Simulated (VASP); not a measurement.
# Fe (I4_1/amd) in VASP: relaxation of cell and atoms with PBE

Aim: the relaxation of cell and atoms of Fe with PBE.

All numbers are computed with VASP 6.6.1; they aren't measurements. Logs are shortened: lines on timing, memory, paths and dates and some standing lists are left out, and cuts for length are marked.

**1. The cell of the first run**

It takes space group I4_1/amd (No. 141, tetragonal). The conventional cell has a = 4.066 Å, b = 4.066 Å, c = 2.236 Å, α = 90.00°, β = 90.00°, γ = 90.00°. Within 2.8 Å of Fe (site symmetry -4m2) lie 10 Fe at 2.11 to 2.64 Å.

**2. Relaxation of cell and atoms, PBE, collinear spin, ferromagnetic start, target pressure 74 GPa, at which the enthalpy is minimised**

File INCAR:

```
PREC     = Accurate       # precision mode
ENCUT    = 600            # plane-wave cutoff, eV
EDIFF    = 1E-6           # SCF threshold, eV
ISMEAR   = -1             # smearing method
SIGMA    = 0.08           # smearing width, eV
LREAL    = F              # projectors in reciprocal space
LASPH    = T              # aspherical terms in the spheres
NELM     = 150            # most SCF steps
ALGO     = Normal         # electronic algorithm
ISIF     = 3              # what is computed and relaxed
LWAVE    = F              # write WAVECAR
LCHARG   = F              # write CHGCAR
ISPIN    = 2              # spin polarisation
MAGMOM   = 2.5 2.5        # initial moments
LORBIT   = 11             # projections on sites
LMAXMIX  = 4              # l up to which the mixer works
GGA      = PE             # functional
IBRION   = 2              # ionic algorithm
NSW      = 60             # ionic steps
EDIFFG   = -0.005         # ionic threshold
PSTRESS  = 740.0
```

File KPOINTS:

```
Automatic mesh
0
Gamma
  19 19 19
```

File POSCAR:

```
Fe
1.0
   -2.0331373010      2.0331373010      1.1182255156
    2.0331373010     -2.0331373010      1.1182255156
    2.0331373010      2.0331373010     -1.1182255156
Fe
2
Direct
   -0.3750000000     -0.1250000000     -0.2500000000
    0.3750000000      0.1250000000      0.2500000000
```

Potentials or basis: VASP PAW PBE potentials, release 64 (Fe).

Command:

```
cat potpaw_PBE.64/Fe/POTCAR > POTCAR
mpirun -np 1 vasp_std > vasp.out
```

OUTCAR:

```text
PREC = Accurate
   ENCUT = 600
   EDIFF = 1E-6
   ISMEAR = -1
   LREAL = F
   LASPH = T
   NELM = 150
   ISIF = 3
   ISPIN = 2
   LORBIT = 11
   GGA = PE
   IBRION = 2
   NSW = 60
   EDIFFG = -0.005
   PSTRESS = 740.0

 ion  position               nearest neighbor table
   1  0.625  0.875  0.750-   2 2.11   2 2.11   2 2.11   2 2.11   2 2.64   2 2.64   2 2.64   2 2.64

   2  0.375  0.125  0.250-   1 2.11   1 2.11   1 2.11   1 2.11   1 2.64   1 2.64   1 2.64   1 2.64

  LATTYP: Found a body centered tetragonal cell.
 ALAT       =     4.0662746020
 C/A-ratio  =     0.5500000000

  Lattice vectors:

 A1 = (  -2.0331373010,   2.0331373010,   1.1182255156)
 A2 = (   2.0331373010,  -2.0331373010,   1.1182255156)
 A3 = (   2.0331373010,   2.0331373010,  -1.1182255156)

Analysis of symmetry for initial positions (statically):
=====================================================================
 Subroutine PRICEL returns:
 Original cell was already a primitive cell.

 Routine SETGRP: Setting up the symmetry group for a
 body centered tetragonal supercell.

 Subroutine GETGRP returns: Found 16 space group operations
 (whereof  4 operations were pure point group operations)
 out of a pool of 16 trial point group operations.

The static configuration has the point symmetry C_2h.
 The point group associated with its full space group is D_4h.

Analysis of symmetry for dynamics (positions and initial velocities):
=====================================================================
 Subroutine PRICEL returns:
 Original cell was already a primitive cell.

 Routine SETGRP: Setting up the symmetry group for a
 body centered tetragonal supercell.

 Subroutine GETGRP returns: Found 16 space group operations
 (whereof  4 operations were pure point group operations)
 out of a pool of 16 trial point group operations.

The dynamic configuration has the point symmetry C_2h.
 The point group associated with its full space group is D_4h.

Analysis of structural, dynamic, and magnetic symmetry:
=====================================================================
 Subroutine PRICEL returns:
 Original cell was already a primitive cell.

 Routine SETGRP: Setting up the symmetry group for a
 body centered tetragonal supercell.

 Subroutine GETGRP returns: Found 16 space group operations
 (whereof  4 operations were pure point group operations)
 out of a pool of 16 trial point group operations.

The overall configuration has the point symmetry C_2h.
 The point group associated with its full space group is D_4h.

 Subroutine INISYM returns: Found 16 space group operations
 (whereof  4 operations are pure point group operations),
 and found     1 'primitive' translations

----------------------------------------------------------------------------------------

                                     Primitive cell

  volume of cell :      18.4894

  direct lattice vectors                    reciprocal lattice vectors
    -2.033137301  2.033137301  1.118225516     0.000000000  0.245925349  0.447136998
     2.033137301 -2.033137301  1.118225516     0.245925349  0.000000000  0.447136998
     2.033137301  2.033137301 -1.118225516     0.245925349  0.245925349  0.000000000

  length of vectors
     3.085080692  3.085080692  3.085080692     0.510304588  0.510304588  0.347790964

  position of ions in fractional coordinates (direct lattice)
     0.625000000  0.875000000  0.750000000
     0.375000000  0.125000000  0.250000000

  ion indices of the primitive-cell ions
   primitive index   ion index
                 1           1
                 2           2

----------------------------------------------------------------------------------------

 KPOINTS: Automatic mesh

Automatic generation of k-mesh.
 Grid dimensions read from file:
 generate k-points for:   19   19   19

 Generating k-lattice:

  Cartesian coordinates                     Fractional coordinates (reciprocal lattice)
     0.000000000  0.012943439  0.023533526     0.052631579  0.000000000 -0.000000000
     0.012943439  0.000000000  0.023533526     0.000000000  0.052631579 -0.000000000
     0.012943439  0.012943439  0.000000000     0.000000000  0.000000000  0.052631579

  Length of vectors
     0.026858136  0.026858136  0.018304788

  Shift w.r.t. Gamma in fractional coordinates (k-lattice)
     0.000000000  0.000000000  0.000000000

 Subroutine IBZKPT returns following result:
 ===========================================

 Found    550 irreducible k-points:

 Following reciprocal coordinates:
            Coordinates               Weight
  0.000000  0.000000  0.000000      1.000000
  0.052632  0.000000  0.000000      8.000000
  0.105263  0.000000  0.000000      8.000000
  0.157895  0.000000  0.000000      8.000000
  0.210526  0.000000  0.000000      8.000000
  0.263158  0.000000  0.000000      8.000000
[... 16 lines left out ...]
 -0.315789  0.052632  0.000000     16.000000
 -0.263158  0.052632  0.000000     16.000000
 [... further k-points ...]
   k-points           NKPTS =    550   k-points in BZ     NKDIM =    550   number of bands    NBANDS=     15
   number of dos      NEDOS =    301   number of ions     NIONS =      2
   total plane-waves  NPLWV =  21952
   dimension x,y,z NGX =    28 NGY =   28 NGZ =   28
   dimension x,y,z NGXF=    56 NGYF=   56 NGZF=   56
   ions per type =               2
   NGX,Y,Z   is equivalent  to a cutoff of  15.09, 15.09, 15.09 a.u.
   NGXF,Y,Z  is equivalent  to a cutoff of  30.18, 30.18, 30.18 a.u.
 SYSTEM =  unknown system
   PREC   = accura    normal or accurate (medium, high low for compatibility)
   ISTART =      0    job   : 0-new  1-cont  2-samecut
   ICHARG =      2    charge: 1-file 2-atom 10-const
   ISPIN  =      2    spin polarized calculation?
   LNONCOLLINEAR =      F non collinear calculations
   LSORBIT =      F    spin-orbit coupling
   LASPH  =      T    aspherical Exc in radial PAW
   ENCUT  =  600.0 eV  44.10 Ry    6.64 a.u.   6.16  6.16  6.16*2*pi/ulx,y,z
   NELM   =    150;   NELMIN=  2; NELMDL= -5     # of ELM steps
   EDIFF  = 0.1E-05   stopping-criterion for ELM
   LREAL  =      F    real-space projection
   EDIFFG = -.5E-02   stopping-criterion for IOM
   NSW    =     60    number of steps for IOM
   IBRION =      2    ionic relax: 0-MD 1-quasi-New 2-CG
   NFREE  =      1    steps in history (QN), initial steepest desc. (CG)
   ISIF   =      3    stress and relaxation
   ISYM   =      2    0-nonsym 1-usesym 2-fastsym
   POTIM  = 0.5000    time-step for ionic-motion
   TEBEG  =    0.0;   TEEND  =   0.0 temperature during run
   PSTRESS=  740.0 pullay stress
   NELECT =      16.0000    total number of electrons
   NUPDOWN=      -1.0000    fix difference up-down
   EMIN   =  10.00;   EMAX   =-10.00  energy-range for DOS
   EFERMI =   0.00;   METHOD = LEGACY
   ISMEAR =    -1;   SIGMA  =   0.08  broadening in eV -4-tet -1-fermi 0-gaus
   EFERMI_NEDOS =   21; number of points for ismear=-14 and -15
   IALGO  =     38    algorithm
   IMIX   =      4    mixing-type and parameters
     AMIX     =   0.40;   BMIX     =  1.00
     AMIX_MAG =   1.60;   BMIX_MAG =  1.00
  volume/ion in A,a.u.               =       9.24        62.39
  Fermi-wavevector in a.u.,A,eV,Ry     =   1.560057  2.948081 33.113572  2.433779
  Thomas-Fermi vector in A             =   2.663325
   LORBIT       =     11    0 simple, 1 ext, 2 COOP (PROOUT), +10 PAW based schemes
   GGA     = PE    functional components
   LHFCALC =     F    Hartree Fock is set to
   AEXX    =    0.0000 exact exchange contribution
   IVDW    =     0    specifies the selected vdW correction
   LEPSILON=     F    determine dielectric tensor
   LRPA    =     F    only Hartree local field effects (RPA)
 conjugate gradient relaxation of ions
 spin polarized calculation
  energy-cutoff  :      600.00
  volume of cell :       18.49
 maximum number of plane-waves:       636
 NGX is ok and might be reduce to    28
   NGX = 13   NGY = 13   NGZ = 13

--------------------------------------- Ionic step        1  -------------------------------------------

 number of electron      15.9999995 magnetization       2.3971524

 Free energy of the ion-electron system (eV)
  ---------------------------------------------------
  ext. energy  EPLUGINS =         0.00000000
  ---------------------------------------------------
  free energy    TOTEN  =       -14.25231797 eV

  energy without entropy =      -14.19162814  energy(sigma->0) =      -14.22197305

------------------------ aborting loop because EDIFF is reached ----------------------------------------

  FORCE on cell =-STRESS in cart. coord.  units (eV):
  Direction    XX          YY          ZZ          XY          YZ          ZX
  --------------------------------------------------------------------------------------
  -------------------------------------------------------------------------------------
  Total        9.0396664      9.0396664      8.7405852      0.0000000      0.0000000      0.0000000
  in kB      783.3217389    783.3217389    757.4052091      0.0000000      0.0000000      0.0000000
  external PRESSURE =      34.6828956 kB  Pullay stress =     740.0000000 kB

 VOLUME and BASIS-vectors are now :
 -----------------------------------------------------------------------------
  energy-cutoff  :      600.00
  volume of cell :       18.49
      direct lattice vectors                 reciprocal lattice vectors
    -2.033137301  2.033137301  1.118225516     0.000000000  0.245925349  0.447136998
     2.033137301 -2.033137301  1.118225516     0.245925349  0.000000000  0.447136998
     2.033137301  2.033137301 -1.118225516     0.245925349  0.245925349  0.000000000
[... 122 lines left out ...]
  FREE ENERGIE OF THE ION-ELECTRON SYSTEM (eV)
  ---------------------------------------------------
  free  energy   TOTEN  =       -14.3297980840 eV

  energy  without entropy=      -14.2714966497  energy(sigma->0) =      -14.30064737

  enthalpy is  TOTEN    =        -5.7150229833 eV   P V=        8.6147751007

--------------------------------------- Ionic step        5  -------------------------------------------

 number of electron      15.9999996 magnetization       2.5312687

 Free energy of the ion-electron system (eV)
  ---------------------------------------------------
  ext. energy  EPLUGINS =         0.00000000
  ---------------------------------------------------
  free energy    TOTEN  =       -14.33071637 eV

  energy without entropy =      -14.27225560  energy(sigma->0) =      -14.30148599

 E-fermi :   8.3427     XC(G=0): -14.2153

 val. band max:        8.3423316742   @ k =  -0.3684   0.3684   0.0000
 cond. band min:       8.3442201515   @ k =  -0.1579  -0.1579   0.1053
 fundamental gap:      0.0018884773
 Fermi energy:         8.3426734850

 spin component 1

 k-point     1 :       0.0000    0.0000    0.0000
  band No.  band energies     occupation
      1      -1.4122      1.00000
      2       1.5673      1.00000
      3       3.6427      1.00000
      4       4.1470      1.00000
      5       4.7307      1.00000
      6       7.3934      0.99999
      7       7.3934      0.99999
      8       7.4445      0.99999
      9       7.4445      0.99999
     10       8.8811      0.00119
     11      10.2782      0.00000
     12      16.2264      0.00000
     13      16.2264      0.00000
     14      23.2068      0.00000
     15      27.2109      0.00000
[... 397 lines left out ...]
 k-point    24 :      -0.2632    0.0526    0.0000
  band No.  band energies     occupation
      1       0.6355      1.00000
      2       2.4972      1.00000
      3       3.9176      1.00000
      4       4.6710      1.00000
      5       5.3032      1.00000
      6       5.7382      1.00000
      7       6.7149      1.00000
      8       7.1468      1.00000
      9       7.3009      1.00000
     10       8.4625      0.18281
     11       9.6387      0.00000
     12      16.5177      0.00000
     13      18.4085      0.00000
     14      25.4885      0.00000
     15      26.1657      0.00000

 [... further k-points ...]

 spin component 2

 k-point     1 :       0.0000    0.0000    0.0000
  band No.  band energies     occupation
      1      -1.2086      1.00000
      2       2.6136      1.00000
      3       4.3132      1.00000
      4       4.9669      1.00000
      5       5.6183      1.00000
      6       8.9270      0.00067
      7       8.9270      0.00067
      8       8.9750      0.00037
      9       8.9750      0.00037
     10      10.7233      0.00000
     11      11.1423      0.00000
     12      16.4906      0.00000
     13      16.4906      0.00000
     14      23.9847      0.00000
     15      27.8938      0.00000
[... 436 lines left out ...]
 POSITION                                       TOTAL-FORCE (eV/Angst)
 -----------------------------------------------------------------------------------
      2.04369      1.02184      0.83741        -0.000000      0.000000      0.000000
      0.00000      1.02184      0.27914         0.000000     -0.000000     -0.000000
 -----------------------------------------------------------------------------------
    total drift:                                0.000000      0.000000     -0.000000

  FREE ENERGIE OF THE ION-ELECTRON SYSTEM (eV)
  ---------------------------------------------------
  free  energy   TOTEN  =       -14.3307163683 eV

  energy  without entropy=      -14.2722556028  energy(sigma->0) =      -14.30148599

  enthalpy is  TOTEN    =        -5.7150687575 eV   P V=        8.6156476107

 reached required accuracy - stopping structural energy minimisation

 total charge

# of ion       s       p       d       tot
------------------------------------------
    1        0.611   0.700   6.600   7.912
    2        0.611   0.700   6.600   7.912
--------------------------------------------------
tot          1.222   1.401  13.200  15.823

 magnetization (x)

# of ion       s       p       d       tot
------------------------------------------
    1        0.006  -0.006   1.246   1.246
    2        0.006  -0.006   1.246   1.246
--------------------------------------------------
tot          0.012  -0.012   2.492   2.492
```

Wall time 23 min (1 thread of Oxide Virtual Turin-like, shared host); peak memory 0.38 GiB.

Results:

| Item | Value |
| --- | --- |
| Free energy | -14.3307 eV |
| Relaxed volume | 9.33 Å³/atom |
| Relaxed cell | a = 3.098 Å, b = 3.098 Å, c = 3.098 Å, α = 97.46°, β = 97.46°, γ = 137.75° |
| Space group after relaxing (to 0.1 Å) | I4_1/amd (No. 141) |
| Energy change on relaxing (the run minimises the enthalpy) | -39.2 meV/atom |
| Ionic steps | 5 |
| Pressure after relaxing | 74.0 GPa |
| Net moment | 2.53 μB per cell |
| Site moments | Fe +1.25 μB |
| Valence electrons inside the program's atomic spheres | Fe 7.91 |

The path:
| step | energy change (eV) | largest force (eV/Å) | pressure (GPa) | volume (Å³) |
| --- | --- | --- | --- | --- |
| 1 | 0.0000 | 0.0000 | 77.47 | 18.49 |
| 2 | -0.2421 | 0.0000 | 65.77 | 19.03 |
| 3 | -0.0805 | 0.0000 | 73.67 | 18.66 |
| 4 | -0.0775 | 0.0000 | 74.14 | 18.65 |
| 5 | -0.0784 | 0.0000 | 74.00 | 18.65 |

Final structure:
```
CELL_PARAMETERS angstrom
-2.04369 2.04369 1.11655
2.04369 -2.04369 1.11655
2.04369 2.04369 -1.11655
ATOMIC_POSITIONS crystal
Fe 0.62500 0.87500 0.75000
Fe 0.37500 0.12500 0.25000
```

Caveat: the cell is relaxed towards a set pressure, so the run minimises the enthalpy, not the energy.
